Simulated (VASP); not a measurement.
BiTe:

```
Bi Te
1.0
     0.00000    3.21329    3.21329
     3.21329    0.00000    3.21329
     3.21329    3.21329    0.00000
Bi Te
1 1
Cartesian
  0.0000 0.0000 0.0000
  3.2133 3.2133 3.2133
```

This cell differs from its parent crystal: volume scaled by 0.98.

Base run:

```yaml
Program: VASP 6.6.1
Functional: PBEsol
Potentials_or_basis: VASP PAW PBE potentials, release 64 (Bi_d, Te)
Cutoff: 520 eV
k_mesh: 7 × 7 × 7
Occupations: fermi-dirac, width 0.05 eV
Spin: no spin polarisation
```

Its results: pressure -0.6 GPa.

Task: After a change of settings the same cell gave: pressure -1.7 GPa. Which change was it?
A. functional from PBEsol to r2SCAN
B. functional from PBEsol to PBE0; k mesh from 7 × 7 × 7 to 4 × 4 × 4
C. functional from PBEsol to LDA; potentials or basis from VASP PAW PBE potentials, release 64 (Bi_d, Te) to VASP PAW LDA potentials, release 64 (Bi_d, Te)

Result: C.

Caveats: the PAW data sets were made with another functional, which shifts forces and pressure a little (some runs).
